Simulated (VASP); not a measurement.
# Ni (I4/mmm) in VASP: a series of runs

The runs below take Ni through single point, with RPBE.

All numbers are computed with VASP 6.6.1; they aren't measurements. Logs are shortened: lines on timing, memory, paths and dates and some standing lists are left out, and cuts for length are marked.

### 1 The cell of the first run

The typed cell holds 2 atoms: a = 2.404 Å, b = 2.404 Å, c = 3.396 Å, α = 90.00°, β = 90.00°, γ = 90.00°.

### 2 Single point, RPBE, collinear spin, ferromagnetic start (9.81 Å³/atom)

INCAR

```
PREC = Accurate
ENCUT = 520
EDIFF = 1E-6
ISMEAR = -1
SIGMA = 0.05
LREAL = False
LASPH = True
NELM = 150
ALGO = Normal
ISIF = 2
LWAVE = False
LCHARG = False
ISPIN = 2
MAGMOM = 0.691 0.691
LORBIT = 11
LMAXMIX = 4
GGA = RP
NBANDS = 21
```

KPOINTS

```
Automatic mesh
0
Gamma
  20 20 15
```

POSCAR

```
Ni
1.0
    2.4038858167      0.0000000000      0.0000000000
    0.0000000000      2.4038858167      0.0000000000
    0.0000000000      0.0000000000      3.3960947142
Ni
2
Direct
    0.0000000000      0.0000000000      0.0000000000
    0.5000000000      0.5000000000      0.5000000000
```

Potentials or basis: VASP PAW PBE potentials, release 64 (Ni).

Run with:

```console
$ cat potpaw_PBE.64/Ni/POTCAR > POTCAR
$ mpirun -np 1 vasp_std > vasp.out
```

OUTCAR:

```text
PREC = Accurate
   ENCUT = 520
   EDIFF = 1E-6
   ISMEAR = -1
   LREAL = False
   LASPH = True
   NELM = 150
   ISIF = 2
   ISPIN = 2
   LORBIT = 11
   GGA = RP

 ion  position               nearest neighbor table
   1  0.000  0.000  0.000-   2 2.40   2 2.40   2 2.40   2 2.40   2 2.40   2 2.40   2 2.40   2 2.40

   2  0.500  0.500  0.500-   1 2.40   1 2.40   1 2.40   1 2.40   1 2.40   1 2.40   1 2.40   1 2.40

  LATTYP: Found a simple tetragonal cell.
 ALAT       =     2.4038858167
 C/A-ratio  =     1.4127520911

  Lattice vectors:

 A1 = (   2.4038858167,   0.0000000000,   0.0000000000)
 A2 = (   0.0000000000,   2.4038858167,   0.0000000000)
 A3 = (   0.0000000000,   0.0000000000,   3.3960947142)

Analysis of symmetry for initial positions (statically):
=====================================================================
 Subroutine PRICEL returns following result:

  LATTYP: Found a body centered tetragonal cell.
 ALAT       =     2.4038858167
 C/A-ratio  =     1.4127520911
[... 12 lines left out ...]
 Subroutine GETGRP returns: Found 16 space group operations
 (whereof 16 operations were pure point group operations)
 out of a pool of 16 trial point group operations.

The static configuration has the point symmetry D_4h.

Analysis of symmetry for dynamics (positions and initial velocities):
=====================================================================
 Subroutine PRICEL returns following result:

  LATTYP: Found a body centered tetragonal cell.
 ALAT       =     2.4038858167
 C/A-ratio  =     1.4127520911
[... 12 lines left out ...]
 Subroutine GETGRP returns: Found 16 space group operations
 (whereof 16 operations were pure point group operations)
 out of a pool of 16 trial point group operations.

The dynamic configuration has the point symmetry D_4h.

Analysis of structural, dynamic, and magnetic symmetry:
=====================================================================
 Subroutine PRICEL returns following result:

  LATTYP: Found a body centered tetragonal cell.
 ALAT       =     2.4038858167
 C/A-ratio  =     1.4127520911
[... 12 lines left out ...]
 Subroutine GETGRP returns: Found 16 space group operations
 (whereof 16 operations were pure point group operations)
 out of a pool of 16 trial point group operations.

The overall configuration has the point symmetry D_4h.

 Subroutine INISYM returns: Found 16 space group operations
 (whereof 16 operations are pure point group operations),
 and found     2 'primitive' translations

[... 113 lines left out ...]
  volume/ion in A,a.u.               =       9.81        66.22
  Fermi-wavevector in a.u.,A,eV,Ry     =   1.647463  3.113254 36.928040  2.714134
  Thomas-Fermi vector in A             =   2.736918
   LORBIT       =     11    0 simple, 1 ext, 2 COOP (PROOUT), +10 PAW based schemes
   GGA     = RP    functional components
   LHFCALC =     F    Hartree Fock is set to
   AEXX    =    0.0000 exact exchange contribution
   IVDW    =     0    specifies the selected vdW correction
   LEPSILON=     F    determine dielectric tensor
   LRPA    =     F    only Hartree local field effects (RPA)
 spin polarized calculation
  energy-cutoff  :      520.00
  volume of cell :       19.62
 maximum number of plane-waves:       543
 NGX is ok and might be reduce to    18
   NGX =  9   NGY =  9   NGZ = 13

 number of electron      19.9999975 magnetization       1.2149628

 Free energy of the ion-electron system (eV)
  ---------------------------------------------------
  ext. energy  EPLUGINS =         0.00000000
  ---------------------------------------------------
  free energy    TOTEN  =        -9.66683710 eV

  energy without entropy =       -9.64171771  energy(sigma->0) =       -9.65427740

 E-fermi :  11.0672     XC(G=0): -13.7576

 val. band max:       11.0668576352   @ k =   0.0500   0.0500   0.0000
 cond. band min:      11.0675566058   @ k =   0.4500   0.4500   0.0000
 fundamental gap:      0.0006989707
 Fermi energy:        11.0671560761

 spin component 1

 k-point     1 :       0.0000    0.0000    0.0000
  band No.  band energies     occupation
      1       1.3294      1.00000
      2       5.7530      1.00000
      3       6.2891      1.00000
      4       8.3493      1.00000
      5       8.3493      1.00000
      6       8.3556      1.00000
[... 565 lines left out ...]
     20      37.8907      0.00000
     21      42.8994      0.00000

 [... further k-points ...]

 spin component 2

 k-point     1 :       0.0000    0.0000    0.0000
  band No.  band energies     occupation
      1       1.2794      1.00000
      2       6.0769      1.00000
      3       6.8907      1.00000
      4       9.0965      1.00000
      5       9.0965      1.00000
      6       9.1056      1.00000
[... 565 lines left out ...]
     20      37.8481      0.00000
     21      42.9990      0.00000

 [... further k-points ...]

------------------------ aborting loop because EDIFF is reached ----------------------------------------

  FORCE on cell =-STRESS in cart. coord.  units (eV):
  Direction    XX          YY          ZZ          XY          YZ          ZX
  --------------------------------------------------------------------------------------
  -------------------------------------------------------------------------------------
  Total        4.0287770      4.0287770      4.0324903      0.0000000     -0.0000000     -0.0000000
  in kB      328.9094483    328.9094483    329.2126035      0.0000000     -0.0000000     -0.0000000
  external PRESSURE =     329.0105000 kB  Pullay stress =       0.0000000 kB

 VOLUME and BASIS-vectors are now :
 -----------------------------------------------------------------------------
  energy-cutoff  :      520.00
  volume of cell :       19.62
      direct lattice vectors                 reciprocal lattice vectors
     2.403885817  0.000000000  0.000000000     0.415993136  0.000000000  0.000000000
     0.000000000  2.403885817  0.000000000     0.000000000  0.415993136  0.000000000
     0.000000000  0.000000000  3.396094714     0.000000000  0.000000000  0.294455863

 POSITION                                       TOTAL-FORCE (eV/Angst)
 -----------------------------------------------------------------------------------
      0.00000      0.00000      0.00000         0.000000      0.000000      0.000000
      1.20194      1.20194      1.69805        -0.000000     -0.000000     -0.000000
 -----------------------------------------------------------------------------------
    total drift:                                0.000000     -0.000000     -0.000000

  FREE ENERGIE OF THE ION-ELECTRON SYSTEM (eV)
  ---------------------------------------------------
  free  energy   TOTEN  =        -9.6668370951 eV

  energy  without entropy=       -9.6417177122  energy(sigma->0) =       -9.65427740

 total charge

# of ion       s       p       d       tot
------------------------------------------
    1        0.544   0.597   8.367   9.509
    2        0.544   0.597   8.367   9.509
--------------------------------------------------
tot          1.088   1.194  16.734  19.017

 magnetization (x)

# of ion       s       p       d       tot
------------------------------------------
    1       -0.007  -0.027   0.645   0.610
    2       -0.007  -0.027   0.645   0.610
--------------------------------------------------
tot         -0.014  -0.055   1.290   1.220
```

OSZICAR:

```text
N       E                     dE             d eps       ncg     rms          rms(c)
DAV:   1     0.976197063776E+02    0.97620E+02   -0.84962E+03 49148   0.135E+03
DAV:   2    -0.561854255437E+01   -0.10324E+03   -0.95281E+02 45457   0.239E+02
DAV:   3    -0.114200718545E+02   -0.58015E+01   -0.55836E+01 50244   0.638E+01
DAV:   4    -0.114956625630E+02   -0.75591E-01   -0.75527E-01 50622   0.680E+00
DAV:   5    -0.114979349874E+02   -0.22724E-02   -0.22723E-02 50820   0.117E+00    0.151E+01
DAV:   6    -0.100809980593E+02    0.14169E+01   -0.56621E+00 53558   0.510E+01    0.728E+00
DAV:   7    -0.970809857618E+01    0.37290E+00   -0.96675E-01 53288   0.191E+01    0.339E+00
DAV:   8    -0.967054977303E+01    0.37549E-01   -0.13051E-02 65348   0.193E+00    0.136E+00
DAV:   9    -0.966735570205E+01    0.31941E-02   -0.82341E-04 64658   0.296E-01    0.353E-01
DAV:  10    -0.966688364210E+01    0.47206E-03   -0.84699E-05 62485   0.113E-01    0.105E-01
DAV:  11    -0.966683533103E+01    0.48311E-04   -0.41991E-05 63149   0.838E-02    0.249E-02
DAV:  12    -0.966683806894E+01   -0.27379E-05   -0.35775E-06 50723   0.228E-02    0.140E-02
DAV:  13    -0.966683709507E+01    0.97388E-06   -0.11501E-06 32022   0.129E-02
   1 F= -.96668371E+01 E0= -.96542774E+01  d E =-.251194E-01  mag=     1.2152
```

Wall time 3.7 min (1 thread of Intel Xeon Platinum 8488C (Sapphire Rapids), shared host); peak memory 0.37 GiB.

What came out:

```yaml
Free_energy: -9.6668 eV
Pressure: 32.9 GPa
Net_moment: 1.21 μB per cell
Site_moments: Ni +0.61 μB
Valence_electrons_inside_the_program's_atomic_spheres: Ni 9.51
```

Caveat: the cell stands under pressure; the PAW data sets were made with another functional, which shifts forces and pressure a little.

### 3 Single point, RPBE, collinear spin, ferromagnetic start (10.26 Å³/atom)

This run uses another cell than the first one, of 10.26 Å³/atom.

INCAR

```
ALGO = Normal ; EDIFF = 1E-7
ENCUT = 520 ; GGA = RP
ISIF = 2 ; ISMEAR = -1
ISPIN = 2 ; LASPH = True
LCHARG = False ; LMAXMIX = 4
LORBIT = 11 ; LREAL = False
LWAVE = False ; MAGMOM = 0.691 0.691
NBANDS = 21 ; NELM = 150
PREC = Accurate ; SIGMA = 0.05
```

KPOINTS

```
k-points
0
Gamma
  20 20 15
```

POSCAR

```
Ni
1.0
    2.4397699999      0.0000000000      0.0000000000
    0.0000000000      2.4397699999      0.0000000000
    0.0000000000      0.0000000000      3.4467901690
Ni
2
Direct
    0.0000000000      0.0000000000      0.0000000000
    0.5000000000      0.5000000000      0.5000000000
```

Potentials or basis: VASP PAW PBE potentials, release 64 (Ni).

Run with:

```console
$ cat potpaw_PBE.64/Ni/POTCAR > POTCAR
$ mpirun -np 1 vasp_std > vasp.out
```

It took 4.2 min on 1 thread of Intel Xeon Platinum 8488C (Sapphire Rapids), shared host; peak memory 0.39 GiB.

Results (log left out):

```yaml
Free_energy: -9.8120 eV
Pressure: 19.8 GPa
Net_moment: 1.24 μB per cell
Site_moments: Ni +0.62 μB
Valence_electrons_inside_the_program's_atomic_spheres: Ni 9.41
```

Levels at points of the mesh, in eV from the Fermi level:
Spin up:
```csv
k point,band 9,band 10,band 11,band 12,band 13,band 14
"(0.00, 0.00, 0.00)",-0.55,-0.46,-0.46,2.52,9.78,15.40
"(0.50, 0.00, 0.00)",-1.46,-1.46,1.07,1.07,12.04,12.04
"(0.50, 0.50, 0.00)",-0.46,-0.46,2.49,2.49,9.75,9.75
```
Spin down:
| k point | band 6 | band 7 | band 8 | band 9 | band 10 | band 11 | band 12 | band 13 | band 14 | band 15 |
| --- | --- | --- | --- | --- | --- | --- | --- | --- | --- | --- |
| (0.00, 0.00, 0.00) | -1.83 | -0.74 | -0.73 | 0.06 | 0.42 | 0.42 | 2.45 | 10.01 | 15.39 | 15.39 |
| (0.50, 0.00, 0.00) | -2.44 | -1.25 | -1.25 | -0.64 | -0.64 | 1.64 | 1.64 | 12.22 | 12.22 | 13.64 |
| (0.50, 0.50, 0.00) | 0.06 | 0.42 | 0.42 | 0.42 | 0.42 | 2.43 | 2.43 | 9.99 | 9.99 | 15.42 |

Caveat: the cell stands under pressure; the PAW data sets were made with another functional, which shifts forces and pressure a little.
